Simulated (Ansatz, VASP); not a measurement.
One calculation of ZnSe, two programs

INCAR

```
SYSTEM = ZnSe
PREC = Accurate ; ENCUT = 600
EDIFF = 1E-6 ; ISMEAR = -1
SIGMA = 0.05 ; LREAL = .False.
LASPH = .True. ; NELM = 100
ALGO = Normal ; ISIF = 3
LWAVE = .False. ; LCHARG = .False.
GGA = RE ; IBRION = 2
NSW = 80 ; EDIFFG = -0.02
```

KPOINTS

```
Automatic mesh
0
Gamma
  8 8 8
  0 0 0
```

The input POSCAR:

```
ZnSe
1.0
    0.0000000000      2.8338000000      2.8338000000
    2.8338000000      0.0000000000      2.8338000000
    2.8338000000      2.8338000000      0.0000000000
Se Zn
1 1
Direct
    0.7500000000      0.7500000000      0.7500000000
    0.0000000000      0.0000000000      0.0000000000
```

The input input.yaml:

```yaml
crystal:
  lattice:
    - [0.0, 2.8338, 2.8338]
    - [2.8338, 0.0, 2.8338]
    - [2.8338, 2.8338, 0.0]
  atoms:
    - { symbol: Se, position: [0.75, 0.75, 0.75] }
    - { symbol: Zn, position: [0.0, 0.0, 0.0] }
kpoints:
  mp_grid: { grid: [8, 8, 8] }
scf:
  occupations: { method: fermi_dirac, width: 0.05 }
hamiltonian:
  xc: revpbe
  pseudopotentials: { kind: all_electron, lapw: { basis_error: 0.001 } }
output:
  forces: true
  stress: true
relax:
  f_tol: 0.02
  max_steps: 60
  cell: {}
```

Alike in both runs: task relaxation of cell and atoms; functional revPBE; k mesh 8 × 8 × 8; occupations fermi-dirac, width 0.05 eV; no spin polarisation.

|  | VASP | Ansatz |
| --- | --- | --- |
| version | VASP 6.6.1 | Ansatz 0.2.0 |
| potentials or method | VASP PAW PBE potentials, release 64 (Se, Zn), cutoff 600 eV | all-electron LAPW, scalar-relativistic |

```tsv
	VASP	Ansatz	Ansatz less VASP
relaxed volume (Å³/atom)	24.36	24.23	-0.126
relaxed cell length with the largest relative difference (Å)	4.099	4.092	-0.0071
```

VASP's potentials were made for PBE, not for revPBE. Ansatz ran all-electron here, and VASP with PAW potentials.
